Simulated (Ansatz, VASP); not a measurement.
One calculation of CaO, two programs

INCAR

```
  ALGO = Normal
  EDIFF = 1E-8
  ENCUT = 520
  GGA = PE
  ISIF = 2
  ISMEAR = -1
  LASPH = True
  LCHARG = False
  LEFG = True
  LREAL = False
  LWAVE = False
  NBANDS = 15
  NELM = 60
  PREC = Accurate
  SIGMA = 0.05
```

Contents of KPOINTS:

```
k-points
0
Gamma
  11 11 11
```

Contents of POSCAR:

```
CaO
1.0
    0.0000000000      2.5687635645      2.5687635645
    2.5687635645      0.0000000000      2.5687635645
    2.5687635645      2.5687635645      0.0000000000
Ca O
1 1
Direct
    0.0000000000      0.0000000000      0.0000000000
    0.2500000000      0.2500000000      0.2500000000
```

Input for Ansatz:

```yaml
crystal:
  lattice:
    - [0.0, 2.5687635645, 2.5687635645]
    - [2.5687635645, 0.0, 2.5687635645]
    - [2.5687635645, 2.5687635645, 0.0]
  atoms:
    - { symbol: Ca, position: [0.0, 0.0, 0.0] }
    - { symbol: O, position: [0.25, 0.25, 0.25] }
kpoints:
  mp_grid: { grid: [11, 11, 11] }
scf:
  occupations: { method: fermi_dirac, width: 0.05 }
hamiltonian:
  xc: pbe
  pseudopotentials: { kind: paw }
output:
  forces: true
  stress: true
  eigenvalues: true
  efg: { contact_densities: true }
```

Change from the starting cell: volume scaled by 0.9405, PAW files.

Alike in both runs: task electric field gradients; functional PBE; k mesh 11 × 11 × 11; occupations fermi-dirac, width 0.05 eV; no spin polarisation.

```csv
,VASP,Ansatz
version,VASP 6.6.1,Ansatz 0.2.0
potentials or method,"VASP PAW PBE potentials, release 64 (Ca_sv, O)","PAW with Ansatz's default frozen-core files, scalar-relativistic"
plane-wave cutoff (eV),520,420
valence electrons in the cell,16,16
```

VASP gave:

```
gap on the k mesh at the Fermi level (eV) : 3.50
pressure (GPa)                            : 5.8
```

Q: Which values does Ansatz return?

A: gap on the k mesh at the Fermi level (eV): 3.50; pressure (GPa): 5.3.

The functional is the same, so the differences come from potentials, cutoffs and numerics.
